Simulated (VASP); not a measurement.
# CsH5 in VASP: further runs, part 2 of 2

VASP 6.6.1.

### 3 Single point, PBE

This run uses another cell than the first one, of 11.39 Å³/atom.

INCAR

```
SYSTEM = CsH5
PREC = Accurate
ENCUT = 520
EDIFF = 1E-6
ISMEAR = 0
SIGMA = 0.1
LREAL = .False.
LASPH = .True.
NELM = 100
ALGO = Normal
ISIF = 2
LWAVE = .False.
LCHARG = .True.
GGA = PE
LELF = .True.
LVHAR = .True.
NBANDS = 16
```

KPOINTS

```
Automatic mesh
0
Gamma
  12 12 10
  0 0 0
```

POSCAR

```
CsH5
1.0
    4.4104628709      0.0000000000      0.0000000000
   -2.2052314355      3.8195728886      0.0000000000
    0.0000000000      0.0000000000      4.0552583336
Cs H
1 5
Direct
    0.0000000000      0.0000000000      0.0000000000
    0.5000000000      0.0000000000      0.5000000000
    0.5000000000      0.5000000000      0.5000000000
    0.0000000000      0.5000000000      0.5000000000
    0.3333333333      0.6666666667      0.5000000000
    0.6666666667      0.3333333333      0.5000000000
```

Potentials or basis: VASP PAW PBE potentials, release 64 (Cs_sv, H).

Command:

```bash
$ cat potpaw_PBE.64/Cs_sv/POTCAR potpaw_PBE.64/H/POTCAR > POTCAR
$ mpirun -np 1 vasp_std > vasp.out
```

OUTCAR:

```text
SYSTEM = CsH5
   PREC = Accurate
   ENCUT = 520
   EDIFF = 1E-6
   ISMEAR = 0
   LREAL = .False.
   LASPH = .True.
   NELM = 100
   ISIF = 2
   GGA = PE

 ion  position               nearest neighbor table
   1  0.000  0.000  0.000-
   2  0.500  0.000  0.500-
   3  0.500  0.500  0.500-
   4  0.000  0.500  0.500-
   5  0.333  0.667  0.500-
   6  0.667  0.333  0.500-

  LATTYP: Found a hexagonal cell.
 ALAT       =     4.4104628709
 C/A-ratio  =     0.9194632065

  Lattice vectors:

 A1 = (   4.4104628709,   0.0000000000,   0.0000000000)
 A2 = (  -2.2052314355,   3.8195728886,   0.0000000000)
 A3 = (   0.0000000000,   0.0000000000,   4.0552583336)

Analysis of symmetry for initial positions (statically):
=====================================================================
 Subroutine PRICEL returns:
 Original cell was already a primitive cell.

[... 173 lines left out ...]
  ---------------------------------------------------
  free energy    TOTEN  =       -15.68113893 eV

  energy without entropy =      -15.67972719  energy(sigma->0) =      -15.68043306

 E-fermi :   1.1632     XC(G=0):  -8.3691

 val. band max:        1.1363555256   @ k =   0.0000   0.0000   0.5000
 cond. band min:       1.2085724376   @ k =   0.3333   0.3333   0.5000
 fundamental gap:      0.0722169120
 Fermi energy:         1.1631897914

 k-point     1 :       0.0000    0.0000    0.0000
  band No.  band energies     occupation
      1     -20.5924      2.00000
      2      -7.2426      2.00000
      3      -7.1449      2.00000
      4      -7.1449      2.00000
      5      -6.9458      2.00000
      6      -0.1725      2.00000
[... 433 lines left out ...]
      3      -7.3069      2.00000
      4      -7.0329      2.00000
      5      -5.5085      2.00000
      6      -3.4015      2.00000
[... 8 lines left out ...]
     15      11.2787      0.00000
     16      11.8284      0.00000

 [... further k-points ...]
[... 5 lines left out ...]
  --------------------------------------------------------------------------------------
  -------------------------------------------------------------------------------------
  Total       -0.0019521     -0.0019521      0.0142546      0.0000000     -0.0000000      0.0000000
  in kB       -0.0457828     -0.0457828      0.3343088      0.0000000     -0.0000000      0.0000000
  external PRESSURE =       0.0809144 kB  Pullay stress =       0.0000000 kB

 VOLUME and BASIS-vectors are now :
 -----------------------------------------------------------------------------
  energy-cutoff  :      520.00
  volume of cell :       68.32
      direct lattice vectors                 reciprocal lattice vectors
     4.410462871  0.000000000  0.000000000     0.226733572  0.130904689  0.000000000
    -2.205231436  3.819572889  0.000000000     0.000000000  0.261809377  0.000000000
     0.000000000  0.000000000  4.055258334     0.000000000  0.000000000  0.246593415

 POSITION                                       TOTAL-FORCE (eV/Angst)
 -----------------------------------------------------------------------------------
      0.00000      0.00000      0.00000        -0.000000      0.000000      0.000000
      2.20523      0.00000      2.02763        -0.000000      0.000000      0.000000
      1.10262      1.90979      2.02763        -0.000000      0.000000      0.000000
     -1.10262      1.90979      2.02763        -0.000000      0.000000      0.000000
     -0.00000      2.54638      2.02763         0.000000     -0.000000     -0.000000
      2.20523      1.27319      2.02763        -0.000000     -0.000000      0.000000
 -----------------------------------------------------------------------------------
    total drift:                                0.000000      0.000000      0.000000

  FREE ENERGIE OF THE ION-ELECTRON SYSTEM (eV)
  ---------------------------------------------------
  free  energy   TOTEN  =       -15.6811389329 eV

  energy  without entropy=      -15.6797271852  energy(sigma->0) =      -15.68043306
```

stdout:

```text
POSCAR found type information on POSCAR CsH
 POSCAR found :  2 types and       6 ions
 scaLAPACK will be used
 LDA part: xc-table for (Slater+PW92), standard interpolation
 POSCAR, INCAR and KPOINTS ok, starting setup
 FFT: planning ... GRIDC
 FFT: planning ... GRID_SOFT
 FFT: planning ... GRID
 WAVECAR not read
 entering main loop
```

Run time: 2.5 min. Hardware: 1 thread of Intel Xeon 8259CL, shared host; peak memory 0.26 GiB.

Results:

```yaml
Free_energy: -15.6811 eV
Pressure: 0.0 GPa
Band_gap_on_the_k_mesh: zero (bands 7 and 8 overlap by 0.58 eV)
```

Caveat: spin-orbit coupling is left out, which moves the levels of the heavy elements.

### 4 Relaxation of cell and atoms, PBE

INCAR

```
ALGO     = Normal         # electronic algorithm
EDIFF    = 1E-6           # SCF threshold, eV
EDIFFG   = -0.01          # ionic threshold
ENCUT    = 600            # plane-wave cutoff, eV
GGA      = PE             # functional
IBRION   = 2              # ionic algorithm
ISIF     = 3              # what is computed and relaxed
ISMEAR   = 0              # smearing method
LASPH    = T              # aspherical terms in the spheres
LCHARG   = F              # write CHGCAR
LREAL    = F              # projectors in reciprocal space
LWAVE    = F              # write WAVECAR
NELM     = 60             # most SCF steps
NSW      = 100            # ionic steps
PREC     = Accurate       # precision mode
SIGMA    = 0.1            # smearing width, eV
```

KPOINTS

```
k-points
0
Gamma
  12 12 10
```

Changes to POSCAR since step 3:

```diff
@@ -2,5 +2,5 @@
 1.0
-    4.4104628709      0.0000000000      0.0000000000
-   -2.2052314355      3.8195728886      0.0000000000
-    0.0000000000      0.0000000000      4.0552583336
+    4.4175081807      0.0000000000      0.0000000000
+   -2.2087540904      3.8256743059      0.0000000000
+    0.0000000000      0.0000000000      4.0290165139
 Cs H
```

Command:

```bash
$ cat potpaw_PBE.64/Cs_sv/POTCAR potpaw_PBE.64/H/POTCAR > POTCAR
$ mpirun -np 1 vasp_std > vasp.out
```

It took 5.5 min on 1 thread of Intel Xeon 8259CL, shared host; peak memory 0.27 GiB.

The run converged. Its results:

```yaml
Free_energy: -15.6833 eV
Relaxed_volume: 11.45 Å³/atom
Relaxed_cell: a = 4.418 Å, b = 4.418 Å, c = 4.065 Å, α = 90.00°, β = 90.00°, γ = 120.00°
Space_group_after_relaxing_to_0.1_Å: P6/mmm (No. 191)
Energy_gained_by_relaxing: 0.1 meV/atom
Ionic_steps: 5
Pressure_after_relaxing: 0.0 GPa
Band_gap_on_the_k_mesh: zero (bands 7 and 8 overlap by 0.56 eV)
```

Stress tensor (GPa, compression positive):
```
0.01 0.00 0.00
0.00 0.01 0.00
0.00 0.00 0.10
```

The path:
```csv
step,energy change (eV),largest force (eV/Å),pressure (GPa),volume (Å³)
1,0.0000,0.0000,0.13,68.09
2,-0.0002,0.0000,0.07,68.18
3,-0.0006,0.0000,0.03,68.46
4,-0.0005,0.0000,-0.14,69.01
5,-0.0007,0.0000,0.04,68.71
```

Final structure:
```cif
data_structure
_symmetry_space_group_name_H-M 'P 1'
_symmetry_Int_Tables_number 1
_cell_length_a 4.4182
_cell_length_b 4.4182
_cell_length_c 4.0645
_cell_angle_alpha 90.000
_cell_angle_beta 90.000
_cell_angle_gamma 120.000
_cell_volume 68.71
loop_
_atom_site_label
_atom_site_type_symbol
_atom_site_fract_x
_atom_site_fract_y
_atom_site_fract_z
_atom_site_occupancy
Cs1 Cs 0.00000 0.00000 0.00000 1
H1 H 0.50000 0.00000 0.50000 1
H2 H 0.50000 0.50000 0.50000 1
H3 H 0.00000 0.50000 0.50000 1
H4 H 0.33333 0.66667 0.50000 1
H5 H 0.66667 0.33333 0.50000 1
```

Levels at points of the mesh, in eV from the Fermi level:
| k point | band 3 | band 4 | band 5 | band 6 | band 7 | band 8 | band 9 | band 10 | band 11 |
| --- | --- | --- | --- | --- | --- | --- | --- | --- | --- |
| (0.00, 0.00, 0.00) | -8.32 | -8.32 | -8.12 | -1.33 | -0.52 | -0.52 | 3.03 | 6.48 | 7.10 |
| (0.50, 0.00, 0.00) | -8.55 | -8.01 | -5.87 | -5.63 | -0.06 | 2.58 | 4.68 | 4.93 | 6.97 |
| (0.00, 0.00, 0.50) | -8.20 | -8.20 | -6.42 | -1.13 | -0.02 | -0.02 | 1.41 | 4.72 | 4.72 |
| (0.50, 0.00, 0.50) | -8.90 | -8.36 | -7.20 | -4.94 | -0.77 | 2.65 | 4.95 | 5.59 | 6.93 |

Caveat: spin-orbit coupling is left out, which moves the levels of the heavy elements.

### 5 The runs side by side

```csv
task,cell,k mesh,cutoff (eV),gap on the mesh (eV),pressure (GPa)
single point,"a = 4.418, b = 4.418, c = 4.029 Å, angles 90.0, 90.0, 120.0°, 6 atoms",6 × 6 × 4,520,none,-0.1
single point,"a = 4.410, b = 4.410, c = 4.055 Å, angles 90.0, 90.0, 120.0°, 6 atoms",12 × 12 × 10,520,none,0.0
relaxation of cell and atoms,"relaxed from a = 4.418, b = 4.418, c = 4.029 Å, angles 90.0, 90.0, 120.0°, 6 atoms",12 × 12 × 10,600,none,0.0
```

Alike in all rows: level PBE; potentials or basis VASP PAW PBE potentials, release 64 (Cs_sv, H); no spin polarisation; smearing gaussian 0.1 eV.

Caveats: some runs use coarse meshes; spin-orbit coupling is left out, which moves the levels of the heavy elements.

Total energies depend on the potentials used, so only differences within one code and one set of settings carry meaning.
